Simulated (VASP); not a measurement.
# Se (P6/mmm) in VASP: notebook

Runs on Se. Level: PBE. Tasks: relaxation of cell and atoms.

All numbers are computed with VASP 6.6.1; they aren't measurements. Logs are shortened: lines on timing, memory, paths and dates and some standing lists are left out, and cuts for length are marked.

### Step 1. The cell of the first run

Symmetry: P6/mmm, No. 191, hexagonal system. Conventional cell: a = 6.725 Å, b = 6.725 Å, c = 2.386 Å, α = 90.00°, β = 90.00°, γ = 120.00°. Within 3.2 Å of Se (site symmetry 6/mmm) lie 2 Se at 2.39 Å. Within 3.2 Å of Se (site symmetry -6m2) lie 2 Se at 2.39 Å.

This isn't the form of Se at room conditions, which is trigonal, of chains.

### Step 2. Relaxation of cell and atoms, PBE

Input file INCAR:

```
ALGO = Normal
EDIFF = 1E-6
EDIFFG = -0.01
ENCUT = 600
GGA = PE
IBRION = 2
ISIF = 3
ISMEAR = 0
LASPH = True
LCHARG = False
LREAL = False
LWAVE = False
NELM = 100
NSW = 100
PREC = Accurate
SIGMA = 0.1
```

Input file KPOINTS:

```
k-points
0
Gamma
  9 9 20
```

Input file POSCAR:

```
Se
1.0
    6.7246237057      0.0000000000      0.0000000000
   -3.3623118529      5.8236949600      0.0000000000
    0.0000000000      0.0000000000      2.3862033437
Se
3
Direct
    0.0000000000      0.0000000000      0.0000000000
    0.3333333333      0.6666666667      0.5000000000
    0.6666666667      0.3333333333      0.5000000000
```

Potentials or basis: VASP PAW PBE potentials, release 64 (Se).

The run is started by

```sh
> cat potpaw_PBE.64/Se/POTCAR > POTCAR
> mpirun -np 1 vasp_std > vasp.out
```

OUTCAR:

```text
EDIFF = 1E-6
   EDIFFG = -0.01
   ENCUT = 600
   GGA = PE
   IBRION = 2
   ISIF = 3
   ISMEAR = 0
   LASPH = True
   LREAL = False
   NELM = 100
   NSW = 100
   PREC = Accurate

 ion  position               nearest neighbor table
   1  0.000  0.000  0.000-
   2  0.333  0.667  0.500-
   3  0.667  0.333  0.500-

  LATTYP: Found a hexagonal cell.
 ALAT       =     6.7246237057
 C/A-ratio  =     0.3548456312

  Lattice vectors:

 A1 = (   6.7246237057,   0.0000000000,   0.0000000000)
 A2 = (  -3.3623118529,   5.8236949600,   0.0000000000)
 A3 = (   0.0000000000,   0.0000000000,   2.3862033437)

Analysis of symmetry for initial positions (statically):
=====================================================================
 Subroutine PRICEL returns:
 Original cell was already a primitive cell.

 Routine SETGRP: Setting up the symmetry group for a
 hexagonal supercell.

 Subroutine GETGRP returns: Found 24 space group operations
 (whereof 24 operations were pure point group operations)
 out of a pool of 24 trial point group operations.

The static configuration has the point symmetry D_6h.

Analysis of symmetry for dynamics (positions and initial velocities):
=====================================================================
 Subroutine PRICEL returns:
 Original cell was already a primitive cell.

 Routine SETGRP: Setting up the symmetry group for a
 hexagonal supercell.

 Subroutine GETGRP returns: Found 24 space group operations
 (whereof 24 operations were pure point group operations)
 out of a pool of 24 trial point group operations.

The dynamic configuration has the point symmetry D_6h.

 Subroutine INISYM returns: Found 24 space group operations
 (whereof 24 operations are pure point group operations),
 and found     1 'primitive' translations

----------------------------------------------------------------------------------------

                                     Primitive cell

  volume of cell :      93.4489

  direct lattice vectors                    reciprocal lattice vectors
     6.724623706  0.000000000  0.000000000     0.148707206  0.085856145  0.000000000
    -3.362311853  5.823694960  0.000000000     0.000000000  0.171712290  0.000000000
     0.000000000  0.000000000  2.386203344     0.000000000  0.000000000  0.419075768

  length of vectors
     6.724623706  6.724623706  2.386203344     0.171712290  0.171712290  0.419075768

  position of ions in fractional coordinates (direct lattice)
     0.000000000  0.000000000  0.000000000
     0.333333333  0.666666667  0.500000000
     0.666666667  0.333333333  0.500000000

  ion indices of the primitive-cell ions
   primitive index   ion index
                 1           1
                 2           2
                 3           3

----------------------------------------------------------------------------------------

 KPOINTS: k-points

Automatic generation of k-mesh.
 Grid dimensions read from file:
 generate k-points for:    9    9   20

 Generating k-lattice:

  Cartesian coordinates                     Fractional coordinates (reciprocal lattice)
     0.016523023  0.009539572  0.000000000     0.111111111 -0.000000000  0.000000000
     0.000000000  0.019079143  0.000000000     0.000000000  0.111111111  0.000000000
     0.000000000  0.000000000  0.020953788     0.000000000  0.000000000  0.050000000

  Length of vectors
     0.019079143  0.019079143  0.020953788

  Shift w.r.t. Gamma in fractional coordinates (k-lattice)
     0.000000000  0.000000000  0.000000000

 Subroutine IBZKPT returns following result:
 ===========================================

 Found    132 irreducible k-points:

 Following reciprocal coordinates:
            Coordinates               Weight
  0.000000  0.000000  0.000000      1.000000
  0.111111 -0.000000  0.000000      6.000000
  0.222222 -0.000000  0.000000      6.000000
  0.333333  0.000000  0.000000      6.000000
  0.444444 -0.000000  0.000000      6.000000
  0.111111  0.111111  0.000000      6.000000
[... 16 lines left out ...]
  0.333333  0.222222  0.050000     24.000000
  0.333333  0.333333  0.050000      4.000000
 [... further k-points ...]
   k-points           NKPTS =    132   k-points in BZ     NKDIM =    132   number of bands    NBANDS=     13
   number of dos      NEDOS =    301   number of ions     NIONS =      3
   total plane-waves  NPLWV =  58320
   dimension x,y,z NGX =    54 NGY =   54 NGZ =   20
   dimension x,y,z NGXF=   108 NGYF=  108 NGZF=   40
   ions per type =               3
   NGX,Y,Z   is equivalent  to a cutoff of  13.35, 13.35, 13.93 a.u.
   NGXF,Y,Z  is equivalent  to a cutoff of  26.70, 26.70, 27.87 a.u.
 SYSTEM =  unknown system
   PREC   = accura    normal or accurate (medium, high low for compatibility)
   ISTART =      0    job   : 0-new  1-cont  2-samecut
   ICHARG =      2    charge: 1-file 2-atom 10-const
   ISPIN  =      1    spin polarized calculation?
   LNONCOLLINEAR =      F non collinear calculations
   LSORBIT =      F    spin-orbit coupling
   LASPH  =      T    aspherical Exc in radial PAW
   ENCUT  =  600.0 eV  44.10 Ry    6.64 a.u.  13.43 13.43  4.77*2*pi/ulx,y,z
   NELM   =    100;   NELMIN=  2; NELMDL= -5     # of ELM steps
   EDIFF  = 0.1E-05   stopping-criterion for ELM
   LREAL  =      F    real-space projection
   EDIFFG = -.1E-01   stopping-criterion for IOM
   NSW    =    100    number of steps for IOM
   IBRION =      2    ionic relax: 0-MD 1-quasi-New 2-CG
   NFREE  =      1    steps in history (QN), initial steepest desc. (CG)
   ISIF   =      3    stress and relaxation
   ISYM   =      2    0-nonsym 1-usesym 2-fastsym
   POTIM  = 0.5000    time-step for ionic-motion
   TEBEG  =    0.0;   TEEND  =   0.0 temperature during run
   PSTRESS=    0.0 pullay stress
   NELECT =      18.0000    total number of electrons
   NUPDOWN=      -1.0000    fix difference up-down
   EMIN   =  10.00;   EMAX   =-10.00  energy-range for DOS
   EFERMI =   0.00;   METHOD = LEGACY
   ISMEAR =     0;   SIGMA  =   0.10  broadening in eV -4-tet -1-fermi 0-gaus
   EFERMI_NEDOS =   21; number of points for ismear=-14 and -15
   IALGO  =     38    algorithm
   IMIX   =      4    mixing-type and parameters
     AMIX     =   0.40;   BMIX     =  1.00
     AMIX_MAG =   1.60;   BMIX_MAG =  1.00
  volume/ion in A,a.u.               =      31.15       210.21
  Fermi-wavevector in a.u.,A,eV,Ry     =   0.945455  1.786651 12.162053  0.893886
  Thomas-Fermi vector in A             =   2.073358
   LORBIT       =      0    0 simple, 1 ext, 2 COOP (PROOUT), +10 PAW based schemes
   GGA     = PE    functional components
   LHFCALC =     F    Hartree Fock is set to
   AEXX    =    0.0000 exact exchange contribution
   IVDW    =     0    specifies the selected vdW correction
   LEPSILON=     F    determine dielectric tensor
   LRPA    =     F    only Hartree local field effects (RPA)
 conjugate gradient relaxation of ions
 non-spin polarized calculation
 Gauss-broadening in eV      SIGMA  =   0.10
  energy-cutoff  :      600.00
  volume of cell :       93.45
 maximum number of plane-waves:      3171
 NGX is ok and might be reduce to    54
   NGX = 27   NGY = 27   NGZ =  9

--------------------------------------- Ionic step        1  -------------------------------------------

 number of electron      17.9999998 magnetization

 Free energy of the ion-electron system (eV)
  ---------------------------------------------------
  ext. energy  EPLUGINS =         0.00000000
  ---------------------------------------------------
  free energy    TOTEN  =        -8.82664086 eV

  energy without entropy =       -8.80986313  energy(sigma->0) =       -8.81825200

------------------------ aborting loop because EDIFF is reached ----------------------------------------

  FORCE on cell =-STRESS in cart. coord.  units (eV):
  Direction    XX          YY          ZZ          XY          YZ          ZX
  --------------------------------------------------------------------------------------
  -------------------------------------------------------------------------------------
  Total        0.2171534      0.2171534     -0.5233536     -0.0000000      0.0000000      0.0000000
  in kB        3.7230861      3.7230861     -8.9728769     -0.0000000      0.0000000      0.0000000
  external PRESSURE =      -0.5089016 kB  Pullay stress =       0.0000000 kB
[... 92 lines left out ...]
  FREE ENERGIE OF THE ION-ELECTRON SYSTEM (eV)
  ---------------------------------------------------
  free  energy   TOTEN  =        -8.8286716841 eV

  energy  without entropy=       -8.8130826026  energy(sigma->0) =       -8.82087714

[... ionic steps 4 to 13 ...]

--------------------------------------- Ionic step       14  -------------------------------------------

 number of electron      17.9999996 magnetization

------------------------ aborting loop because EDIFF is reached ----------------------------------------

  FORCE on cell =-STRESS in cart. coord.  units (eV):
  Direction    XX          YY          ZZ          XY          YZ          ZX
  --------------------------------------------------------------------------------------
  -------------------------------------------------------------------------------------
  Total       -0.0068386     -0.0068386      0.0665214      0.0000000     -0.0000000     -0.0000000
  in kB       -0.0981464     -0.0981464      0.9547038      0.0000000     -0.0000000     -0.0000000
  external PRESSURE =       0.2528037 kB  Pullay stress =       0.0000000 kB
[... 59 lines left out ...]
  energy  without entropy=       -8.8456388220  energy(sigma->0) =       -8.85044570

--------------------------------------- Ionic step       16  -------------------------------------------

 number of electron      17.9999996 magnetization

 Free energy of the ion-electron system (eV)
  ---------------------------------------------------
  ext. energy  EPLUGINS =         0.00000000
  ---------------------------------------------------
  free energy    TOTEN  =        -8.85526176 eV

  energy without entropy =       -8.84553422  energy(sigma->0) =       -8.85039799

 E-fermi :   0.3187     XC(G=0):  -7.4515

 val. band max:        0.3169849706   @ k =   0.3333   0.2222   0.4000
 cond. band min:       0.3382468136   @ k =   0.2222   0.2222   0.3500
 fundamental gap:      0.0212618430
 Fermi energy:         0.3187468464

 k-point     1 :       0.0000    0.0000    0.0000
  band No.  band energies     occupation
      1     -14.7386      2.00000
      2     -14.5576      2.00000
      3     -14.5470      2.00000
      4      -3.2790      2.00000
      5      -3.2790      2.00000
      6      -3.2721      2.00000
      7      -3.2721      2.00000
      8      -2.1548      2.00000
      9      -2.1548      2.00000
     10       3.8919      0.00000
     11       7.7320      0.00000
     12       7.7322      0.00000
     13       7.7329      0.00000
[... 353 lines left out ...]
 k-point    24 :       0.3333    0.3333    0.0500
  band No.  band energies     occupation
      1     -14.5619      2.00000
      2     -14.5466      2.00000
      3     -14.5466      2.00000
      4      -3.3182      2.00000
      5      -3.3182      2.00000
      6      -3.3135      2.00000
      7      -2.3611      2.00000
      8      -2.3611      2.00000
      9      -2.3515      2.00000
     10       5.4824      0.00000
     11       5.4844      0.00000
     12       5.4844      0.00000
     13       7.9519      0.00000

 [... further k-points ...]

------------------------ aborting loop because EDIFF is reached ----------------------------------------

  FORCE on cell =-STRESS in cart. coord.  units (eV):
  Direction    XX          YY          ZZ          XY          YZ          ZX
  --------------------------------------------------------------------------------------
  -------------------------------------------------------------------------------------
  Total       -0.0002174     -0.0002174     -0.0158047      0.0000000      0.0000000      0.0000000
  in kB       -0.0031370     -0.0031370     -0.2280227      0.0000000      0.0000000      0.0000000
  external PRESSURE =      -0.0780989 kB  Pullay stress =       0.0000000 kB
[... 18 lines left out ...]
  FREE ENERGIE OF THE ION-ELECTRON SYSTEM (eV)
  ---------------------------------------------------
  free  energy   TOTEN  =        -8.8552617593 eV

  energy  without entropy=       -8.8455342170  energy(sigma->0) =       -8.85039799

 reached required accuracy - stopping structural energy minimisation
```

It took 21 min on 1 thread of Intel Xeon Platinum 8259CL at 2.50GHz (Skylake/Cascade Lake), shared host; peak memory 0.36 GiB.

What came out:

```
Free energy                           : -8.8553 eV
Relaxed volume                        : 37.02 Å³/atom
Relaxed cell                          : a = 7.366 Å, b = 7.366 Å, c = 2.363 Å, α = 90.00°, β = 90.00°, γ = 120.00°
Space group after relaxing (to 0.1 Å) : P6/mmm (No. 191)
Energy gained by relaxing             : 9.5 meV/atom
Ionic steps                           : 16
Pressure after relaxing               : 0.0 GPa
Band gap on the k mesh                : zero (bands 9 and 10 overlap by 2.30 eV)
```

The path:
```
step  energy change (eV)  largest force (eV/Å)  pressure (GPa)  volume (Å³)
   1              0.0000                0.0000           -0.05        93.45
   2             -0.0015                0.0000            0.71        93.31
   3             -0.0020                0.0000            0.44        93.36
   4             -0.0050                0.0000            0.45        94.37
   5             -0.0126                0.0000            0.50        97.43
   6             -0.0223                0.0000            0.65       103.67
   7             -0.0051                0.0000            1.41       116.62
   8             -0.0229                0.0000            0.77       106.54
   9             -0.0241                0.0000            0.68       107.11
  10             -0.0269                0.0000            0.42       108.83
  11             -0.0285                0.0000           -0.05       112.32
  12             -0.0286                0.0000            0.02       111.81
  13             -0.0286                0.0000            0.03       111.70
  14             -0.0286                0.0000            0.03       111.64
  15             -0.0286                0.0000            0.01       111.44
  16             -0.0286                0.0000           -0.01       111.05
```

Final structure:
```yaml
crystal:
  lattice:
    - [7.36638, 0.00000, 0.00000]
    - [-3.68319, 6.37947, 0.00000]
    - [0.00000, 0.00000, 2.36309]
  atoms:
    - { symbol: Se, position: [0.00000, 0.00000, 0.00000] }
    - { symbol: Se, position: [0.33333, 0.66667, 0.50000] }
    - { symbol: Se, position: [0.66667, 0.33333, 0.50000] }
```

Caveat: the volume moved by over 15 % at a fixed basis, so the end points are rough.

### Step 3. Relaxation of cell and atoms, PBE

This run uses another cell than the first one, of 36.66 Å³/atom.

Input file INCAR:

```
  PREC = Accurate
  ENCUT = 600
  EDIFF = 1E-6
  ISMEAR = 0
  SIGMA = 0.1
  LREAL = False
  LASPH = True
  NELM = 100
  ALGO = Normal
  ISIF = 3
  LWAVE = False
  LCHARG = False
  GGA = PE
  IBRION = 2
  NSW = 100
  EDIFFG = -0.01
```

Input file KPOINTS:

```
regular mesh
0
Gamma
  9 9 20
```

Input file POSCAR:

```
Se
1.0
    7.3322209590      0.0000000000      0.0000000000
   -3.6661104795      6.3498896167      0.0000000000
    0.0000000000      0.0000000000      2.3622449722
Se
3
Direct
    0.0000000000      0.0000000000      0.0000000000
    0.3333333333      0.6666666667      0.5000000000
    0.6666666667      0.3333333333      0.5000000000
```

Potentials or basis: VASP PAW PBE potentials, release 64 (Se).

The run is started by

```sh
> cat potpaw_PBE.64/Se/POTCAR > POTCAR
> mpirun -np 1 vasp_std > vasp.out
```

Wall time 3.7 min (1 thread of Intel Xeon Platinum 8259CL at 2.50GHz (Skylake/Cascade Lake), shared host); peak memory 0.39 GiB.

Results (log left out):

| Property | Result |
| --- | --- |
| Free energy | -8.8556 eV |
| Relaxed volume | 36.68 Å³/atom |
| Relaxed cell | a = 7.333 Å, b = 7.333 Å, c = 2.363 Å, α = 90.00°, β = 90.00°, γ = 120.00° |
| Space group after relaxing (to 0.1 Å) | P6/mmm (No. 191) |
| Energy gained by relaxing | 0.0 meV/atom |
| Ionic steps | 3 |
| Pressure after relaxing | 0.0 GPa |
| Band gap on the k mesh | zero (bands 9 and 10 overlap by 2.31 eV) |

Final structure:
```
Se
1.0
     7.33298    0.00000    0.00000
    -3.66649    6.35055    0.00000
     0.00000    0.00000    2.36315
Se
3
Direct
  0.00000 0.00000 0.00000
  0.33333 0.66667 0.50000
  0.66667 0.33333 0.50000
```

Levels at points of the mesh, in eV from the Fermi level:
```csv
k point,band 7,band 8,band 9,band 10,band 11,band 12
"(0.00, 0.00, 0.00)",-3.61,-2.46,-2.46,3.58,7.45,7.45
"(0.00, 0.00, 0.50)",0.61,0.61,0.84,0.84,1.11,1.11
```
